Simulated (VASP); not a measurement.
Runs of VASP 6.6.1 on Sb. The structure is that of space group Pm-3m (No. 221), or close to it. The cells are those of the table. 

```csv
task,cell,gap on the mesh (eV),pressure (GPa)
single point,"a = 3.160 Å, angles 89.4°, 1 atom",none,-2.5
electric field gradients,"a = 3.181 Å, 1 atom",none,-3.4
electric field gradients,"a = 3.096 Å, 1 atom",none,(b)
electric field gradients,"a = 3.161 Å, angles 88.3°, 1 atom",none,-2.5
electric field gradients,"a = 3.160 Å, 1 atom",none,-2.5
single point,"a = 3.160, b = 3.160, c = 3.255 Å, 1 atom",none,-3.7
electric field gradients,"a = 3.170 Å, 1 atom",none,-3.0
electric field gradients,"a = 3.160 Å, angles 91.1°, 1 atom",none,(a)
```

Alike in all rows: level PBE; potentials or basis VASP PAW PBE potentials, release 64 (Sb); no spin polarisation; k mesh 13 × 13 × 13; cutoff (eV) 520; smearing fermi-dirac 0.05 eV.

Fill in the values left out.

(a) -2.6; (b) 0.6.

Caveats: spin-orbit coupling is left out, which moves the levels of the heavy elements.

A k mesh can miss the band edges, and the runs leave out spin-orbit coupling on Sb.

A gap of «none» marks levels without a gap at the run's occupations.
